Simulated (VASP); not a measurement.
# Ti (P6_3/mmc) in VASP: a series of runs

Runs on Ti. Level: PBE. Tasks: electric field gradients.

All numbers are computed with VASP 6.6.1; they aren't measurements. Logs are shortened: lines on timing, memory, paths and dates and some standing lists are left out, and cuts for length are marked.

## 1. The cell of the first run

Symmetry: P6_3/mmc, No. 194, hexagonal system. Conventional cell: a = 2.950 Å, b = 2.950 Å, c = 4.827 Å, α = 90.00°, β = 90.00°, γ = 120.00°. Within 3.9 Å of Ti (site symmetry -6m2) lie 12 Ti at 2.95 Å.

## 2. Electric field gradients, PBE (zz strain of +3 %)

INCAR reads:

```
SYSTEM = Ti
PREC = Accurate
ENCUT = 520
EDIFF = 1E-8
ISMEAR = -1
SIGMA = 0.08
LREAL = .False.
LASPH = .True.
NELM = 100
ALGO = Normal
ISIF = 2
LWAVE = .False.
LCHARG = .False.
GGA = PE
LEFG = .True.
NBANDS = 19
```

KPOINTS reads:

```
Automatic mesh
0
Gamma
  13 13 7
  0 0 0
```

POSCAR reads:

```
Ti
1.0
    2.9499978604      0.0000000000      0.0000000000
   -1.4749989302      2.5547730882      0.0000000000
    0.0000000000      0.0000000000      4.8265800000
Ti
2
Direct
    0.3333333333      0.6666666667      0.2500000000
    0.6666666667      0.3333333333      0.7500000000
```

Potentials or basis: VASP PAW PBE potentials, release 64 (Ti_sv).

The run is started by

```sh
> cat potpaw_PBE.64/Ti_sv/POTCAR > POTCAR
> mpirun -np 1 vasp_std > vasp.out
```

OUTCAR:

```text
SYSTEM = Ti
   PREC = Accurate
   ENCUT = 520
   EDIFF = 1E-8
   ISMEAR = -1
   LREAL = .False.
   LASPH = .True.
   NELM = 100
   ISIF = 2
   GGA = PE

 ion  position               nearest neighbor table
   1  0.333  0.667  0.250-
   2  0.667  0.333  0.750-

  LATTYP: Found a hexagonal cell.
 ALAT       =     2.9499978604
 C/A-ratio  =     1.6361300002

  Lattice vectors:

 A1 = (   2.9499978604,   0.0000000000,   0.0000000000)
 A2 = (  -1.4749989302,   2.5547730882,   0.0000000000)
 A3 = (   0.0000000000,   0.0000000000,   4.8265800000)

Analysis of symmetry for initial positions (statically):
=====================================================================
 Subroutine PRICEL returns:
 Original cell was already a primitive cell.

 Routine SETGRP: Setting up the symmetry group for a
 hexagonal supercell.

 Subroutine GETGRP returns: Found 24 space group operations
 (whereof 12 operations were pure point group operations)
 out of a pool of 24 trial point group operations.

The static configuration has the point symmetry D_3d.
 The point group associated with its full space group is D_6h.

Analysis of symmetry for dynamics (positions and initial velocities):
=====================================================================
 Subroutine PRICEL returns:
 Original cell was already a primitive cell.

 Routine SETGRP: Setting up the symmetry group for a
 hexagonal supercell.

 Subroutine GETGRP returns: Found 24 space group operations
 (whereof 12 operations were pure point group operations)
 out of a pool of 24 trial point group operations.

The dynamic configuration has the point symmetry D_3d.
 The point group associated with its full space group is D_6h.

 Subroutine INISYM returns: Found 24 space group operations
 (whereof 12 operations are pure point group operations),
 and found     1 'primitive' translations

----------------------------------------------------------------------------------------

                                     Primitive cell

  volume of cell :      36.3759

  direct lattice vectors                    reciprocal lattice vectors
     2.949997860  0.000000000  0.000000000     0.338983297  0.195712098  0.000000000
    -1.474998930  2.554773088  0.000000000     0.000000000  0.391424195  0.000000000
     0.000000000  0.000000000  4.826580000     0.000000000  0.000000000  0.207186041

  length of vectors
     2.949997860  2.949997860  4.826580000     0.391424195  0.391424195  0.207186041

  position of ions in fractional coordinates (direct lattice)
     0.333333333  0.666666667  0.250000000
     0.666666667  0.333333333  0.750000000

  ion indices of the primitive-cell ions
   primitive index   ion index
                 1           1
                 2           2

----------------------------------------------------------------------------------------

 KPOINTS: Automatic mesh

Automatic generation of k-mesh.
 Grid dimensions read from file:
 generate k-points for:   13   13    7

 Generating k-lattice:

  Cartesian coordinates                     Fractional coordinates (reciprocal lattice)
     0.026075638  0.015054777  0.000000000     0.076923077  0.000000000  0.000000000
     0.000000000  0.030109553  0.000000000     0.000000000  0.076923077  0.000000000
     0.000000000  0.000000000  0.029598006     0.000000000  0.000000000  0.142857143

  Length of vectors
     0.030109553  0.030109553  0.029598006

  Shift w.r.t. Gamma in fractional coordinates (k-lattice)
     0.000000000  0.000000000  0.000000000

 Subroutine IBZKPT returns following result:
 ===========================================

 Found     84 irreducible k-points:

 Following reciprocal coordinates:
            Coordinates               Weight
  0.000000  0.000000  0.000000      1.000000
  0.076923  0.000000  0.000000      6.000000
  0.153846  0.000000  0.000000      6.000000
  0.230769  0.000000  0.000000      6.000000
  0.307692  0.000000  0.000000      6.000000
  0.384615  0.000000  0.000000      6.000000
[... 16 lines left out ...]
  0.076923  0.000000  0.142857     12.000000
  0.153846  0.000000  0.142857     12.000000
 [... further k-points ...]
   k-points           NKPTS =     84   k-points in BZ     NKDIM =     84   number of bands    NBANDS=     19
   number of dos      NEDOS =    301   number of ions     NIONS =      2
   total plane-waves  NPLWV =  20736
   dimension x,y,z NGX =    24 NGY =   24 NGZ =   36
   dimension x,y,z NGXF=    48 NGYF=   48 NGZF=   72
   ions per type =               2
   NGX,Y,Z   is equivalent  to a cutoff of  13.53, 13.53, 12.40 a.u.
   NGXF,Y,Z  is equivalent  to a cutoff of  27.05, 27.05, 24.80 a.u.
 SYSTEM =  Ti
   PREC   = accura    normal or accurate (medium, high low for compatibility)
   ISTART =      0    job   : 0-new  1-cont  2-samecut
   ICHARG =      2    charge: 1-file 2-atom 10-const
   ISPIN  =      1    spin polarized calculation?
   LNONCOLLINEAR =      F non collinear calculations
   LSORBIT =      F    spin-orbit coupling
   LASPH  =      T    aspherical Exc in radial PAW
   ENCUT  =  520.0 eV  38.22 Ry    6.18 a.u.   5.49  5.49  8.97*2*pi/ulx,y,z
   NELM   =    100;   NELMIN=  2; NELMDL= -5     # of ELM steps
   EDIFF  = 0.1E-07   stopping-criterion for ELM
   LREAL  =      F    real-space projection
   EDIFFG = 0.1E-06   stopping-criterion for IOM
   NSW    =      0    number of steps for IOM
   IBRION =     -1    ionic relax: 0-MD 1-quasi-New 2-CG
   NFREE  =      0    steps in history (QN), initial steepest desc. (CG)
   ISIF   =      2    stress and relaxation
   ISYM   =      2    0-nonsym 1-usesym 2-fastsym
   POTIM  = 0.5000    time-step for ionic-motion
   TEBEG  =    0.0;   TEEND  =   0.0 temperature during run
   PSTRESS=    0.0 pullay stress
   NELECT =      24.0000    total number of electrons
   NUPDOWN=      -1.0000    fix difference up-down
   EMIN   =  10.00;   EMAX   =-10.00  energy-range for DOS
   EFERMI =   0.00;   METHOD = LEGACY
   ISMEAR =    -1;   SIGMA  =   0.08  broadening in eV -4-tet -1-fermi 0-gaus
   EFERMI_NEDOS =   21; number of points for ismear=-14 and -15
   IALGO  =     38    algorithm
   IMIX   =      4    mixing-type and parameters
     AMIX     =   0.40;   BMIX     =  1.00
     AMIX_MAG =   1.60;   BMIX_MAG =  1.00
  volume/ion in A,a.u.               =      18.19       122.74
  Fermi-wavevector in a.u.,A,eV,Ry     =   1.425194  2.693227 27.635864  2.031179
  Thomas-Fermi vector in A             =   2.545604
   LORBIT       =      0    0 simple, 1 ext, 2 COOP (PROOUT), +10 PAW based schemes
   GGA     = PE    functional components
   LHFCALC =     F    Hartree Fock is set to
   AEXX    =    0.0000 exact exchange contribution
   IVDW    =     0    specifies the selected vdW correction
   LEPSILON=     F    determine dielectric tensor
   LRPA    =     F    only Hartree local field effects (RPA)
 non-spin polarized calculation
  energy-cutoff  :      520.00
  volume of cell :       36.38
 maximum number of plane-waves:      1008
 NGX is ok and might be reduce to    24
   NGX = 11   NGY = 11   NGZ = 17

 number of electron      23.9999997 magnetization

 Free energy of the ion-electron system (eV)
  ---------------------------------------------------
  ext. energy  EPLUGINS =         0.00000000
  ---------------------------------------------------
  free energy    TOTEN  =       -15.66091562 eV

  energy without entropy =      -15.60982047  energy(sigma->0) =      -15.63536805

 E-fermi :   7.8357     XC(G=0): -11.2815

 val. band max:        7.8290595232   @ k =   0.1538   0.0769   0.2857
 cond. band min:       7.8358617170   @ k =   0.0769   0.0769   0.4286
 fundamental gap:      0.0068021938
 Fermi energy:         7.8356873662

 k-point     1 :       0.0000    0.0000    0.0000
  band No.  band energies     occupation
      1     -49.0687      2.00000
      2     -48.9688      2.00000
      3     -25.5824      2.00000
      4     -25.0297      2.00000
      5     -25.0297      2.00000
      6     -25.0145      2.00000
[... 11 lines left out ...]
     18       9.5526      0.00000
     19      10.8499      0.00000

 k-point     2 :       0.0769    0.0000    0.0000
  band No.  band energies     occupation
      1     -49.0636      2.00000
      2     -48.9663      2.00000
      3     -25.5714      2.00000
      4     -25.0549      2.00000
      5     -25.0376      2.00000
      6     -25.0184      2.00000
[... 11 lines left out ...]
     18       9.4669      0.00000
     19      10.8905      0.00000

 k-point     3 :       0.1538    0.0000    0.0000
  band No.  band energies     occupation
      1     -49.0492      2.00000
      2     -48.9595      2.00000
      3     -25.5397      2.00000
      4     -25.1252      2.00000
      5     -25.0590      2.00000
      6     -25.0534      2.00000
[... 11 lines left out ...]
     18       9.4501      0.00000
     19      10.9769      0.00000

 k-point     4 :       0.2308    0.0000    0.0000
  band No.  band energies     occupation
      1     -49.0284      2.00000
      2     -48.9505      2.00000
      3     -25.4914      2.00000
      4     -25.2249      2.00000
      5     -25.1509      2.00000
      6     -25.0882      2.00000
[... 11 lines left out ...]
     18       9.8924      0.00000
     19      11.0588      0.00000

 k-point     5 :       0.3077    0.0000    0.0000
  band No.  band energies     occupation
      1     -49.0049      2.00000
      2     -48.9421      2.00000
      3     -25.4332      2.00000
      4     -25.3314      2.00000
      5     -25.2513      2.00000
      6     -25.1183      2.00000
[... 11 lines left out ...]
     18      10.4096      0.00000
     19      11.1157      0.00000
[... 334 lines left out ...]
      2     -48.9393      2.00000
      3     -25.3870      2.00000
      4     -25.3145      2.00000
      5     -25.2803      2.00000
      6     -25.2547      2.00000
[... 11 lines left out ...]
     18      10.8462      0.00000
     19      13.1985      0.00000

 k-point    22 :       0.0000    0.0000    0.1429
  band No.  band energies     occupation
      1     -49.0638      2.00000
      2     -48.9738      2.00000
      3     -25.5552      2.00000
      4     -25.0436      2.00000
      5     -25.0261      2.00000
      6     -25.0261      2.00000
[... 11 lines left out ...]
     18       9.6927      0.00000
     19      10.8459      0.00000

 k-point    23 :       0.0769    0.0000    0.1429
  band No.  band energies     occupation
      1     -49.0588      2.00000
      2     -48.9712      2.00000
      3     -25.5454      2.00000
      4     -25.0527      2.00000
      5     -25.0493      2.00000
      6     -25.0338      2.00000
[... 11 lines left out ...]
     18       9.6291      0.00000
     19      10.8787      0.00000

 k-point    24 :       0.1538    0.0000    0.1429
  band No.  band energies     occupation
      1     -49.0448      2.00000
      2     -48.9640      2.00000
      3     -25.5177      2.00000
      4     -25.1201      2.00000
      5     -25.0882      2.00000
      6     -25.0547      2.00000
[... 11 lines left out ...]
     18       9.5548      0.00000
     19      10.9475      0.00000

 [... further k-points ...]

------------------------ aborting loop because EDIFF is reached ----------------------------------------

  FORCE on cell =-STRESS in cart. coord.  units (eV):
  Direction    XX          YY          ZZ          XY          YZ          ZX
  --------------------------------------------------------------------------------------
  -------------------------------------------------------------------------------------
  Total       -0.8216131     -0.8216131     -1.5861483      0.0000000      0.0000000      0.0000000
  in kB      -36.1879830    -36.1879830    -69.8619715      0.0000000      0.0000000      0.0000000
  external PRESSURE =     -47.4126459 kB  Pullay stress =       0.0000000 kB

 VOLUME and BASIS-vectors are now :
 -----------------------------------------------------------------------------
  energy-cutoff  :      520.00
  volume of cell :       36.38
      direct lattice vectors                 reciprocal lattice vectors
     2.949997860  0.000000000  0.000000000     0.338983297  0.195712098  0.000000000
    -1.474998930  2.554773088  0.000000000     0.000000000  0.391424195  0.000000000
     0.000000000  0.000000000  4.826580000     0.000000000  0.000000000  0.207186041

 POSITION                                       TOTAL-FORCE (eV/Angst)
 -----------------------------------------------------------------------------------
     -0.00000      1.70318      1.20664        -0.000000      0.000000      0.000000
      1.47500      0.85159      3.61993         0.000000      0.000000      0.000000
 -----------------------------------------------------------------------------------
    total drift:                               -0.000000      0.000000     -0.000000

  FREE ENERGIE OF THE ION-ELECTRON SYSTEM (eV)
  ---------------------------------------------------
  free  energy   TOTEN  =       -15.6609156157 eV

  energy  without entropy=      -15.6098204747  energy(sigma->0) =      -15.63536805

 Electric field gradients (V/A^2)
---------------------------------------------------------------------
 ion       V_xx      V_yy      V_zz      V_xy      V_xz      V_yz
---------------------------------------------------------------------
   1      -4.996    -4.996     9.992    -0.000     0.000    -0.000
   2      -4.996    -4.996     9.992    -0.000    -0.000     0.000
---------------------------------------------------------------------

 Electric field gradients after diagonalization (V/A^2)
 (convention: |V_zz| > |V_xx| > |V_yy|)
----------------------------------------------------------------------
 ion       V_xx      V_yy      V_zz     asymmetry (V_yy - V_xx)/ V_zz
----------------------------------------------------------------------
   1      -4.996    -4.996     9.992       0.000
   2      -4.996    -4.996     9.992       0.000
----------------------------------------------------------------------

           NMR quadrupolar parameters

 Cq : quadrupolar parameter    Cq=e*Q*V_zz/h
 eta: asymmetry parameters     (V_yy - V_xx)/ V_zz
 Q  : nuclear electric quadrupole moment in mb (millibarn)
----------------------------------------------------------------------
 ion       Cq(MHz)       eta       Q (mb)
----------------------------------------------------------------------
   1       0.024       0.000       1.000
   2       0.024       0.000       1.000
----------------------------------------------------------------------
```

Run time: 23 s. Hardware: 1 thread of Intel Xeon 6975P-C (Granite Rapids), shared host; peak memory 0.18 GiB.

Results:

```yaml
Free_energy: -15.6609 eV
Pressure: -4.7 GPa
Band_gap_on_the_k_mesh: zero (band 12 reaches 8.52 eV, above the bottom of band 13 at 7.55 eV)
```

Stress tensor (GPa, compression positive):
```
-3.62  0.00  0.00
 0.00 -3.62  0.00
 0.00  0.00 -6.99
```

Electric field gradients, principal values (V/Å²):
```tsv
atom	least	middle	greatest (by size)
1 Ti	-4.996	-4.996	9.992
2 Ti	-4.996	-4.996	9.992
```

Caveat: the cell differs from its parent crystal (zz strain of +3 %); without QUAD_EFG the Cq values of the log hold for a quadrupole moment of 1 mb, not for the nuclei.

## 3. Electric field gradients, PBE (volume scaled by 1.01)

INCAR reads:

```
ALGO     = Normal         # electronic algorithm
EDIFF    = 1E-8           # SCF threshold, eV
ENCUT    = 520            # plane-wave cutoff, eV
GGA      = PE             # functional
ISIF     = 2              # what is computed and relaxed
ISMEAR   = -1             # smearing method
LASPH    = True           # aspherical terms in the spheres
LCHARG   = False          # write CHGCAR
LEFG     = True         
LREAL    = False          # projectors in reciprocal space
LWAVE    = False          # write WAVECAR
NBANDS   = 19             # bands
NELM     = 100            # most SCF steps
PREC     = Accurate       # precision mode
SIGMA    = 0.08           # smearing width, eV
```

KPOINTS reads:

```
k-points
0
Gamma
  13 13 7
```

POSCAR reads:

```
Ti
1.0
    2.9597985897      0.0000000000      0.0000000000
   -1.4798992949      2.5632607688      0.0000000000
    0.0000000000      0.0000000000      4.7015682207
Ti
2
Direct
    0.3333333333      0.6666666667      0.2500000000
    0.6666666667      0.3333333333      0.7500000000
```

Potentials or basis: VASP PAW PBE potentials, release 64 (Ti_sv).

The run is started by

```sh
> cat potpaw_PBE.64/Ti_sv/POTCAR > POTCAR
> mpirun -np 1 vasp_std > vasp.out
```

OUTCAR:

```text
EDIFF = 1E-8
   ENCUT = 520
   GGA = PE
   ISIF = 2
   ISMEAR = -1
   LASPH = True
   LREAL = False
   NELM = 100
   PREC = Accurate

 ion  position               nearest neighbor table
   1  0.333  0.667  0.250-   2 2.91   2 2.91   2 2.91   2 2.91   2 2.91   2 2.91
   2  0.667  0.333  0.750-   1 2.91   1 2.91   1 2.91   1 2.91   1 2.91   1 2.91

  LATTYP: Found a hexagonal cell.
 ALAT       =     2.9597985897
 C/A-ratio  =     1.5884757284

  Lattice vectors:

 A1 = (   2.9597985897,   0.0000000000,   0.0000000000)
 A2 = (  -1.4798992949,   2.5632607688,   0.0000000000)
 A3 = (   0.0000000000,   0.0000000000,   4.7015682207)

Analysis of symmetry for initial positions (statically):
=====================================================================
 Subroutine PRICEL returns:
 Original cell was already a primitive cell.

 Routine SETGRP: Setting up the symmetry group for a
[... 719 lines left out ...]
  energy-cutoff  :      520.00
  volume of cell :       35.67
      direct lattice vectors                 reciprocal lattice vectors
     2.959798590  0.000000000  0.000000000     0.337860827  0.195064040  0.000000000
    -1.479899295  2.563260769  0.000000000     0.000000000  0.390128079  0.000000000
     0.000000000  0.000000000  4.701568221     0.000000000  0.000000000  0.212694989

 POSITION                                       TOTAL-FORCE (eV/Angst)
 -----------------------------------------------------------------------------------
     -0.00000      1.70884      1.17539        -0.000000     -0.000000      0.000000
      1.47990      0.85442      3.52618         0.000000      0.000000      0.000000
 -----------------------------------------------------------------------------------
    total drift:                               -0.000000      0.000000     -0.000000

  FREE ENERGIE OF THE ION-ELECTRON SYSTEM (eV)
  ---------------------------------------------------
  free  energy   TOTEN  =       -15.6859669969 eV

  energy  without entropy=      -15.6367685244  energy(sigma->0) =      -15.66136776

 Electric field gradients (V/A^2)
---------------------------------------------------------------------
 ion       V_xx      V_yy      V_zz      V_xy      V_xz      V_yz
---------------------------------------------------------------------
   1      -8.035    -8.035    16.069    -0.000     0.000    -0.000
   2      -8.035    -8.035    16.069    -0.000    -0.000     0.000
---------------------------------------------------------------------

 Electric field gradients after diagonalization (V/A^2)
 (convention: |V_zz| > |V_xx| > |V_yy|)
----------------------------------------------------------------------
 ion       V_xx      V_yy      V_zz     asymmetry (V_yy - V_xx)/ V_zz
----------------------------------------------------------------------
   1      -8.035    -8.034    16.069       0.000
   2      -8.035    -8.034    16.069       0.000
----------------------------------------------------------------------

           NMR quadrupolar parameters

 Cq : quadrupolar parameter    Cq=e*Q*V_zz/h
 eta: asymmetry parameters     (V_yy - V_xx)/ V_zz
 Q  : nuclear electric quadrupole moment in mb (millibarn)
----------------------------------------------------------------------
 ion       Cq(MHz)       eta       Q (mb)
----------------------------------------------------------------------
   1       0.039       0.000       1.000
   2       0.039       0.000       1.000
----------------------------------------------------------------------
```

It took 22 s on 1 thread of Intel Xeon 6975P-C (Granite Rapids), shared host; peak memory 0.18 GiB.

What came out:

| Item | Value |
| --- | --- |
| Free energy | -15.6860 eV |
| Pressure | -2.8 GPa |
| Band gap on the k mesh | zero (band 12 reaches 8.82 eV, above the bottom of band 13 at 7.75 eV) |

Electric field gradients, principal values (V/Å²):
```
atom   least  middle  greatest (by size)
1 Ti  -8.034  -8.035              16.069
2 Ti  -8.034  -8.035              16.069
```

Caveat: without QUAD_EFG the Cq values of the log hold for a quadrupole moment of 1 mb, not for the nuclei.
